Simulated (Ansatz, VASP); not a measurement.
**HfN in VASP and in Ansatz**

File INCAR:

```
SYSTEM = HfN
  PREC = Accurate
  ENCUT = 600
  EDIFF = 1E-7
  ISMEAR = 0
  SIGMA = 0.1
  LREAL = .FALSE.
  LASPH = .TRUE.
  NELM = 120
  ALGO = Normal
  ISIF = 3
  LWAVE = .FALSE.
  LCHARG = .FALSE.
  GGA = CA
  IBRION = 2
  NSW = 100
  EDIFFG = -0.002
  GGA_COMPAT = .FALSE.
  NELMIN = 4
```

Contents of KPOINTS:

```
regular mesh
0
G
  12 12 12
  0 0 0
```

The input POSCAR:

```
HfN
1.0
    0.0000000000      2.2558601200      2.2558601200
    2.2558601200      0.0000000000      2.2558601200
    2.2558601200      2.2558601200      0.0000000000
Hf N
1 1
Direct
    0.0000000000      0.0000000000      0.0000000000
    0.5000000000      0.5000000000      0.5000000000
```

Input for Ansatz:

```yaml
crystal:
  lattice:
    - [0.0, 2.25586012, 2.25586012]
    - [2.25586012, 0.0, 2.25586012]
    - [2.25586012, 2.25586012, 0.0]
  atoms:
    - { symbol: Hf, position: [0.0, 0.0, 0.0] }
    - { symbol: "N", position: [0.5, 0.5, 0.5] }
basis:
  ecutwfc: 420
kpoints:
  mp_grid: { grid: [12, 12, 12] }
hamiltonian:
  xc: lda
  pseudopotentials: { kind: paw, azcp: { folder: soft_1 } }
scf:
  occupations: { method: gaussian, width: 0.1 }
output:
  forces: true
  stress: true
  eigenvalues: true
relax:
  adjacent_minimum: "off"
  f_tol: 0.002
  max_steps: 80
  cell: { stress_tol: 0.02 }
```

Alike in both runs: task relaxation of cell and atoms; functional LDA; k mesh 12 × 12 × 12; occupations gaussian, width 0.1 eV; no spin polarisation.

```csv
,VASP,Ansatz
version,VASP 6.6.1,Ansatz 0.2.0
potentials or method,"VASP PAW LDA potentials, release 64 (Hf_pv, N), cutoff 600 eV","scalar-relativistic, plane waves, PAW"
valence electrons in the cell,15,31
```

|  | VASP | Ansatz | Ansatz less VASP |
| --- | --- | --- | --- |
| gap on the k mesh at the Fermi level, each at its own relaxed structure (eV) | none | none | - |
| relaxed volume (Å³/atom) | 11.10 | 11.15 | +0.048 |
| relaxed cell length with the largest relative difference (Å) | 3.155 | 3.159 | +0.0045 |

Ansatz warns that its potentials were made for another functional, while VASP's fit it. LDA's correlation is that of Perdew and Zunger in VASP and of Perdew and Wang (1992) in Ansatz. A gap of «none» marks a metal or a gap that the smearing closes. VASP's potentials hold 15 valence electrons a cell and Ansatz's 31, so a difference there can come from the potentials and not from the codes.

Spin-orbit coupling is off throughout.
